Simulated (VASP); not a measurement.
# Zn4SO3 (P-4m2) in VASP: notebook

Zn4SO3 is run at these levels: PBE; tasks: single point.

Everything below comes from runs of VASP 6.6.1. Logs are shortened: lines on timing, memory, paths and dates and some standing lists are left out, and cuts for length are marked.

### Step 1. The cell of the first run

Symmetry: P-4m2, No. 115, tetragonal system. Conventional cell: a = 3.459 Å, b = 3.459 Å, c = 9.351 Å, α = 90.00°, β = 90.00°, γ = 90.00°. Within 2.7 Å of Zn (site symmetry 2mm) lie 2 O at 2.04 Å and 2 S at 2.29 Å. Within 2.7 Å of Zn (site symmetry 2mm) lie 4 O at 2.02 Å. Within 3.0 Å of S (site symmetry -4m2) lie 4 Zn at 2.29 Å. Within 2.7 Å of O (site symmetry 2mm) lie 4 Zn at 2.02 to 2.04 Å. O (site symmetry -4m2) has 4 Zn at 2.02 Å within 2.7 Å.

### Step 2. Single point, PBE

INCAR reads:

```
ALGO = Normal
EDIFF = 1E-6
ENCUT = 520
GGA = PE
ISIF = 2
ISMEAR = 0
LASPH = True
LCHARG = True
LELF = True
LREAL = False
LVHAR = True
LWAVE = False
NBANDS = 46
NELM = 100
PREC = Accurate
SIGMA = 0.01
```

KPOINTS reads:

```
k-points
0
Gamma
  10 10 4
```

POSCAR reads:

```
Zn4SO3
1.0
    3.4588404000      0.0000000000      0.0000000000
    0.0000000000      3.4588404000      0.0000000000
    0.0000000000      0.0000000000      9.3506509000
Zn S O
4 1 3
Direct
    0.5000000000      0.0000000000      0.6608290000
    0.0000000000      0.5000000000      0.8883400000
    0.5000000000      0.0000000000      0.1116600000
    0.0000000000      0.5000000000      0.3391710000
    0.5000000000      0.5000000000      0.5000000000
    0.0000000000      0.0000000000      0.7761440000
    0.5000000000      0.5000000000      0.0000000000
    0.0000000000      0.0000000000      0.2238560000
```

Potentials or basis: VASP PAW PBE potentials, release 64 (Zn, S, O).

Command:

```sh
> cat potpaw_PBE.64/Zn/POTCAR potpaw_PBE.64/S/POTCAR potpaw_PBE.64/O/POTCAR > POTCAR
> mpirun -np 1 vasp_std > vasp.out
```

OUTCAR:

```text
EDIFF = 1E-6
   ENCUT = 520
   GGA = PE
   ISIF = 2
   ISMEAR = 0
   LASPH = True
   LREAL = False
   NELM = 100
   PREC = Accurate

 ion  position               nearest neighbor table
   1  0.500  0.000  0.661-   6 2.04   6 2.04   5 2.29   5 2.29
   2  0.000  0.500  0.888-   7 2.02   7 2.02   6 2.02   6 2.02
   3  0.500  0.000  0.112-   7 2.02   7 2.02   8 2.02   8 2.02
   4  0.000  0.500  0.339-   8 2.04   8 2.04   5 2.29   5 2.29
   5  0.500  0.500  0.500-   1 2.29   4 2.29   1 2.29   4 2.29
   6  0.000  0.000  0.776-   2 2.02   2 2.02   1 2.04   1 2.04
   7  0.500  0.500  0.000-   2 2.02   3 2.02   3 2.02   2 2.02
   8  0.000  0.000  0.224-   3 2.02   3 2.02   4 2.04   4 2.04

  LATTYP: Found a simple tetragonal cell.
 ALAT       =     3.4588404000
 C/A-ratio  =     2.7034062919

  Lattice vectors:

 A1 = (   3.4588404000,   0.0000000000,   0.0000000000)
 A2 = (   0.0000000000,   3.4588404000,   0.0000000000)
 A3 = (   0.0000000000,   0.0000000000,   9.3506509000)

Analysis of symmetry for initial positions (statically):
=====================================================================
 Subroutine PRICEL returns:
 Original cell was already a primitive cell.

 Routine SETGRP: Setting up the symmetry group for a
 simple tetragonal supercell.

 Subroutine GETGRP returns: Found  8 space group operations
 (whereof  8 operations were pure point group operations)
 out of a pool of 16 trial point group operations.

The static configuration has the point symmetry D_2d.

Analysis of symmetry for dynamics (positions and initial velocities):
=====================================================================
 Subroutine PRICEL returns:
 Original cell was already a primitive cell.

 Routine SETGRP: Setting up the symmetry group for a
 simple tetragonal supercell.

 Subroutine GETGRP returns: Found  8 space group operations
 (whereof  8 operations were pure point group operations)
 out of a pool of 16 trial point group operations.

The dynamic configuration has the point symmetry D_2d.

 Subroutine INISYM returns: Found  8 space group operations
 (whereof  8 operations are pure point group operations),
 and found     1 'primitive' translations

----------------------------------------------------------------------------------------

                                     Primitive cell

  volume of cell :     111.8672

  direct lattice vectors                    reciprocal lattice vectors
     3.458840400  0.000000000  0.000000000     0.289114236  0.000000000  0.000000000
     0.000000000  3.458840400  0.000000000     0.000000000  0.289114236  0.000000000
     0.000000000  0.000000000  9.350650900     0.000000000  0.000000000  0.106944427

  length of vectors
     3.458840400  3.458840400  9.350650900     0.289114236  0.289114236  0.106944427

  position of ions in fractional coordinates (direct lattice)
     0.500000000  0.000000000  0.660829000
     0.000000000  0.500000000  0.888340000
     0.500000000  0.000000000  0.111660000
     0.000000000  0.500000000  0.339171000
     0.500000000  0.500000000  0.500000000
     0.000000000  0.000000000  0.776144000
     0.500000000  0.500000000  0.000000000
     0.000000000  0.000000000  0.223856000

  ion indices of the primitive-cell ions
   primitive index   ion index
                 1           1
                 2           2
                 3           3
                 4           4
                 5           5
                 6           6
                 7           7
                 8           8

----------------------------------------------------------------------------------------

 KPOINTS: k-points

Automatic generation of k-mesh.
 Grid dimensions read from file:
 generate k-points for:   10   10    4

 Generating k-lattice:

  Cartesian coordinates                     Fractional coordinates (reciprocal lattice)
     0.028911424  0.000000000  0.000000000     0.100000000  0.000000000  0.000000000
     0.000000000  0.028911424  0.000000000     0.000000000  0.100000000  0.000000000
     0.000000000  0.000000000  0.026736107     0.000000000  0.000000000  0.250000000

  Length of vectors
     0.028911424  0.028911424  0.026736107

  Shift w.r.t. Gamma in fractional coordinates (k-lattice)
     0.000000000  0.000000000  0.000000000

 Subroutine IBZKPT returns following result:
 ===========================================

 Found     63 irreducible k-points:

 Following reciprocal coordinates:
            Coordinates               Weight
  0.000000  0.000000  0.000000      1.000000
  0.100000  0.000000  0.000000      4.000000
  0.200000  0.000000  0.000000      4.000000
  0.300000  0.000000  0.000000      4.000000
  0.400000  0.000000  0.000000      4.000000
  0.500000  0.000000  0.000000      2.000000
[... 16 lines left out ...]
  0.100000  0.000000  0.250000      8.000000
  0.200000  0.000000  0.250000      8.000000
 [... further k-points ...]
   k-points           NKPTS =     63   k-points in BZ     NKDIM =     63   number of bands    NBANDS=     46
   number of dos      NEDOS =    301   number of ions     NIONS =      8
   total plane-waves  NPLWV =  54880
   dimension x,y,z NGX =    28 NGY =   28 NGZ =   70
   dimension x,y,z NGXF=    56 NGYF=   56 NGZF=  140
   ions per type =               4   1   3
   NGX,Y,Z   is equivalent  to a cutoff of  13.46, 13.46, 12.45 a.u.
   NGXF,Y,Z  is equivalent  to a cutoff of  26.92, 26.92, 24.89 a.u.
 SYSTEM =  unknown system
   PREC   = accura    normal or accurate (medium, high low for compatibility)
   ISTART =      0    job   : 0-new  1-cont  2-samecut
   ICHARG =      2    charge: 1-file 2-atom 10-const
   ISPIN  =      1    spin polarized calculation?
   LNONCOLLINEAR =      F non collinear calculations
   LSORBIT =      F    spin-orbit coupling
   LASPH  =      T    aspherical Exc in radial PAW
   ENCUT  =  520.0 eV  38.22 Ry    6.18 a.u.   6.43  6.43 17.39*2*pi/ulx,y,z
   NELM   =    100;   NELMIN=  2; NELMDL= -5     # of ELM steps
   EDIFF  = 0.1E-05   stopping-criterion for ELM
   LREAL  =      F    real-space projection
   EDIFFG = 0.1E-04   stopping-criterion for IOM
   NSW    =      0    number of steps for IOM
   IBRION =     -1    ionic relax: 0-MD 1-quasi-New 2-CG
   NFREE  =      0    steps in history (QN), initial steepest desc. (CG)
   ISIF   =      2    stress and relaxation
   ISYM   =      2    0-nonsym 1-usesym 2-fastsym
   POTIM  = 0.5000    time-step for ionic-motion
   TEBEG  =    0.0;   TEEND  =   0.0 temperature during run
   PSTRESS=    0.0 pullay stress
   NELECT =      72.0000    total number of electrons
   NUPDOWN=      -1.0000    fix difference up-down
   EMIN   =  10.00;   EMAX   =-10.00  energy-range for DOS
   EFERMI =   0.00;   METHOD = LEGACY
   ISMEAR =     0;   SIGMA  =   0.01  broadening in eV -4-tet -1-fermi 0-gaus
   EFERMI_NEDOS =   21; number of points for ismear=-14 and -15
   IALGO  =     38    algorithm
   IMIX   =      4    mixing-type and parameters
     AMIX     =   0.40;   BMIX     =  1.00
     AMIX_MAG =   1.60;   BMIX_MAG =  1.00
  volume/ion in A,a.u.               =      13.98        94.36
  Fermi-wavevector in a.u.,A,eV,Ry     =   1.413464  2.671059 27.182808  1.997880
  Thomas-Fermi vector in A             =   2.535107
   LORBIT       =      0    0 simple, 1 ext, 2 COOP (PROOUT), +10 PAW based schemes
   GGA     = PE    functional components
   LHFCALC =     F    Hartree Fock is set to
   AEXX    =    0.0000 exact exchange contribution
   IVDW    =     0    specifies the selected vdW correction
   LEPSILON=     F    determine dielectric tensor
   LRPA    =     F    only Hartree local field effects (RPA)
 non-spin polarized calculation
 Gauss-broadening in eV      SIGMA  =   0.01
  energy-cutoff  :      520.00
  volume of cell :      111.87
 maximum number of plane-waves:      3043
 NGX is ok and might be reduce to    28
   NGX = 13   NGY = 13   NGZ = 35

 number of electron      71.9999970 magnetization

 Free energy of the ion-electron system (eV)
  ---------------------------------------------------
  ext. energy  EPLUGINS =         0.00000000
  ---------------------------------------------------
  free energy    TOTEN  =       -33.08582313 eV

  energy without entropy =      -33.08582313  energy(sigma->0) =      -33.08582313

 E-fermi :   2.0053     XC(G=0): -10.4577

 val. band max:        1.9254168841   @ k =   0.5000   0.0000   0.0000
 cond. band min:       2.0468091375   @ k =   0.0000   0.0000   0.0000
 fundamental gap:      0.1213922534
 Fermi energy:         2.0052694096

 k-point     1 :       0.0000    0.0000    0.0000
  band No.  band energies     occupation
      1     -16.3552      2.00000
      2     -16.0117      2.00000
      3     -15.7071      2.00000
      4     -11.0164      2.00000
      5      -4.7377      2.00000
      6      -4.6491      2.00000
[... 38 lines left out ...]
     45      10.5564      0.00000
     46      12.3218      0.00000

 k-point     2 :       0.1000    0.0000    0.0000
  band No.  band energies     occupation
      1     -16.3250      2.00000
      2     -15.9956      2.00000
      3     -15.7065      2.00000
      4     -10.9692      2.00000
      5      -4.7101      2.00000
      6      -4.6046      2.00000
[... 38 lines left out ...]
     45      10.5994      0.00000
     46      12.2147      0.00000

 k-point     3 :       0.2000    0.0000    0.0000
  band No.  band energies     occupation
      1     -16.2403      2.00000
      2     -15.9534      2.00000
      3     -15.7099      2.00000
      4     -10.8401      2.00000
      5      -4.6411      2.00000
      6      -4.5448      2.00000
[... 38 lines left out ...]
     45      10.7099      0.00000
     46      11.4728      0.00000

 k-point     4 :       0.3000    0.0000    0.0000
  band No.  band energies     occupation
      1     -16.1188      2.00000
      2     -15.9002      2.00000
      3     -15.7294      2.00000
      4     -10.6679      2.00000
      5      -4.5864      2.00000
      6      -4.4612      2.00000
[... 920 lines left out ...]
     45      10.5491      0.00000
     46      11.9849      0.00000

 k-point    23 :       0.1000    0.0000    0.2500
  band No.  band energies     occupation
      1     -16.3228      2.00000
      2     -16.0007      2.00000
      3     -15.7035      2.00000
      4     -10.9690      2.00000
      5      -4.7006      2.00000
      6      -4.6083      2.00000
[... 38 lines left out ...]
     45      10.5927      0.00000
     46      11.8067      0.00000

 k-point    24 :       0.2000    0.0000    0.2500
  band No.  band energies     occupation
      1     -16.2385      2.00000
      2     -15.9573      2.00000
      3     -15.7076      2.00000
      4     -10.8399      2.00000
      5      -4.6303      2.00000
      6      -4.5482      2.00000
[... 38 lines left out ...]
     45      10.7069      0.00000
     46      11.3428      0.00000

 [... further k-points ...]

------------------------ aborting loop because EDIFF is reached ----------------------------------------

  FORCE on cell =-STRESS in cart. coord.  units (eV):
  Direction    XX          YY          ZZ          XY          YZ          ZX
  --------------------------------------------------------------------------------------
  -------------------------------------------------------------------------------------
  Total        0.4063338      0.4063338      0.2963273      0.0000000     -0.0000000      0.0000000
  in kB        5.8195666      5.8195666      4.2440391      0.0000000     -0.0000000      0.0000000
  external PRESSURE =       5.2943908 kB  Pullay stress =       0.0000000 kB

 VOLUME and BASIS-vectors are now :
 -----------------------------------------------------------------------------
  energy-cutoff  :      520.00
  volume of cell :      111.87
      direct lattice vectors                 reciprocal lattice vectors
     3.458840400  0.000000000  0.000000000     0.289114236  0.000000000  0.000000000
     0.000000000  3.458840400  0.000000000     0.000000000  0.289114236  0.000000000
     0.000000000  0.000000000  9.350650900     0.000000000  0.000000000  0.106944427

 POSITION                                       TOTAL-FORCE (eV/Angst)
 -----------------------------------------------------------------------------------
      1.72942      0.00000      6.17918        -0.000000     -0.000000     -0.040204
      0.00000      1.72942      8.30656        -0.000000     -0.000000     -0.004930
      1.72942      0.00000      1.04409        -0.000000     -0.000000      0.004930
      0.00000      1.72942      3.17147         0.000000     -0.000000      0.040204
      1.72942      1.72942      4.67533        -0.000000      0.000000      0.000000
      0.00000      0.00000      7.25745        -0.000000     -0.000000      0.002351
      1.72942      1.72942      0.00000        -0.000000     -0.000000      0.000000
      0.00000      0.00000      2.09320        -0.000000     -0.000000     -0.002351
 -----------------------------------------------------------------------------------
    total drift:                                0.000000      0.000000      0.000000

  FREE ENERGIE OF THE ION-ELECTRON SYSTEM (eV)
  ---------------------------------------------------
  free  energy   TOTEN  =       -33.0858231342 eV

  energy  without entropy=      -33.0858231342  energy(sigma->0) =      -33.08582313
```

Run time: 8.2 min. Hardware: 1 thread of Oxide Virtual Turin-like, shared host; peak memory 0.36 GiB.

Results:

| Property | Result |
| --- | --- |
| Free energy | -33.0858 eV |
| Pressure | 0.5 GPa |
| Largest force | 0.040 eV/Å |
| Band gap on the k mesh | 0.12 eV, indirect (least direct gap 0.25 eV) |

Forces in eV/Å, atoms in the order of the input:
```
Zn   0.000  0.000 -0.040
Zn   0.000  0.000 -0.005
Zn   0.000  0.000  0.005
Zn   0.000  0.000  0.040
S    0.000  0.000  0.000
O    0.000  0.000  0.002
O    0.000  0.000  0.000
O    0.000  0.000 -0.002
```

A k mesh can miss the band edges.

### Step 3. Single point, PBE

INCAR reads:

```
SYSTEM = Zn4SO3
PREC = Accurate
ENCUT = 520
EDIFF = 1E-6
ISMEAR = 0
SIGMA = 0.01
LREAL = .FALSE.
LASPH = .TRUE.
NELM = 80
ALGO = Normal
ISIF = 2
LWAVE = .FALSE.
LCHARG = .FALSE.
GGA = PE
NBANDS = 46
```

KPOINTS reads:

```
regular mesh
0
G
  10 10 4
  0 0 0
```

POSCAR is that of step 2.

Potentials or basis: VASP PAW PBE potentials, release 64 (Zn, S, O).

Command:

```sh
> cat potpaw_PBE.64/Zn/POTCAR potpaw_PBE.64/S/POTCAR potpaw_PBE.64/O/POTCAR > POTCAR
> mpirun -np 1 vasp_std > vasp.out
```

OUTCAR:

```text
SYSTEM = Zn4SO3
   PREC = Accurate
   ENCUT = 520
   EDIFF = 1E-6
   ISMEAR = 0
   LREAL = .FALSE.
   LASPH = .TRUE.
   NELM = 80
   ISIF = 2
   GGA = PE

 ion  position               nearest neighbor table
   1  0.500  0.000  0.661-   6 2.04   6 2.04   5 2.29   5 2.29
   2  0.000  0.500  0.888-   7 2.02   7 2.02   6 2.02   6 2.02
   3  0.500  0.000  0.112-   7 2.02   7 2.02   8 2.02   8 2.02
   4  0.000  0.500  0.339-   8 2.04   8 2.04   5 2.29   5 2.29
   5  0.500  0.500  0.500-   1 2.29   4 2.29   1 2.29   4 2.29
   6  0.000  0.000  0.776-   2 2.02   2 2.02   1 2.04   1 2.04
[... 1391 lines left out ...]
  Total        0.4063338      0.4063338      0.2963273      0.0000000     -0.0000000      0.0000000
  in kB        5.8195666      5.8195666      4.2440391      0.0000000     -0.0000000      0.0000000
  external PRESSURE =       5.2943908 kB  Pullay stress =       0.0000000 kB

 VOLUME and BASIS-vectors are now :
 -----------------------------------------------------------------------------
  energy-cutoff  :      520.00
  volume of cell :      111.87
      direct lattice vectors                 reciprocal lattice vectors
     3.458840400  0.000000000  0.000000000     0.289114236  0.000000000  0.000000000
     0.000000000  3.458840400  0.000000000     0.000000000  0.289114236  0.000000000
     0.000000000  0.000000000  9.350650900     0.000000000  0.000000000  0.106944427

 POSITION                                       TOTAL-FORCE (eV/Angst)
 -----------------------------------------------------------------------------------
      1.72942      0.00000      6.17918        -0.000000     -0.000000     -0.040204
      0.00000      1.72942      8.30656        -0.000000     -0.000000     -0.004930
      1.72942      0.00000      1.04409        -0.000000     -0.000000      0.004930
      0.00000      1.72942      3.17147         0.000000     -0.000000      0.040204
      1.72942      1.72942      4.67533        -0.000000      0.000000      0.000000
      0.00000      0.00000      7.25745        -0.000000     -0.000000      0.002351
      1.72942      1.72942      0.00000        -0.000000     -0.000000      0.000000
      0.00000      0.00000      2.09320        -0.000000     -0.000000     -0.002351
 -----------------------------------------------------------------------------------
    total drift:                                0.000000      0.000000      0.000000

  FREE ENERGIE OF THE ION-ELECTRON SYSTEM (eV)
  ---------------------------------------------------
  free  energy   TOTEN  =       -33.0858231342 eV

  energy  without entropy=      -33.0858231342  energy(sigma->0) =      -33.08582313
```

stdout:

```text
POSCAR found type information on POSCAR ZnS O
 POSCAR found :  3 types and       8 ions
 scaLAPACK will be used
 LDA part: xc-table for (Slater+PW92), standard interpolation
 POSCAR, INCAR and KPOINTS ok, starting setup
 FFT: planning ... GRIDC
 FFT: planning ... GRID_SOFT
 FFT: planning ... GRID
 WAVECAR not read
 entering main loop
```

Run time: 8.5 min. Hardware: 1 thread of Oxide Virtual Turin-like, shared host; peak memory 0.36 GiB.

Results:

- Free energy: -33.0858 eV
- Pressure: 0.5 GPa
- Largest force: 0.040 eV/Å
- Band gap on the k mesh: 0.12 eV, indirect (least direct gap 0.25 eV)

Forces in eV/Å, atoms in the order of the input:
```
Zn   0.000  0.000 -0.040
Zn   0.000  0.000 -0.005
Zn   0.000  0.000  0.005
Zn   0.000  0.000  0.040
S    0.000  0.000  0.000
O    0.000  0.000  0.002
O    0.000  0.000  0.000
O    0.000  0.000 -0.002
```
